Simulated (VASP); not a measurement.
LiF:

```
Li F
1.0
     0.00000    2.04171    2.04171
     2.04171    0.00000    2.04171
     2.04171    2.04171    0.00000
Li F
1 1
Direct
  0.00000 0.00000 0.00000
  0.50000 0.50000 0.50000
```

Base run:

- Program: VASP 6.6.1
- Functional: BLYP
- Potentials or basis: VASP PAW PBE potentials, release 64 (Li_sv, F)
- Cutoff: 750 eV
- k mesh: 10 × 10 × 10
- Occupations: gaussian, width 0.1 eV
- Spin: no spin polarisation

Its results: band gap on the k mesh 8.91 eV, direct; pressure -0.4 GPa.

Question: The run is repeated on the same cell with these changes: functional from BLYP to PBE. What comes out?

Answer: Band gap on the k mesh 8.72 eV, direct; pressure -1.5 GPa.

PBE binds more tightly than BLYP, so the same cell stands under less pressure.

Caveats: the PAW data sets were made with another functional, which shifts forces and pressure a little (some runs).

A k mesh can miss the band edges.
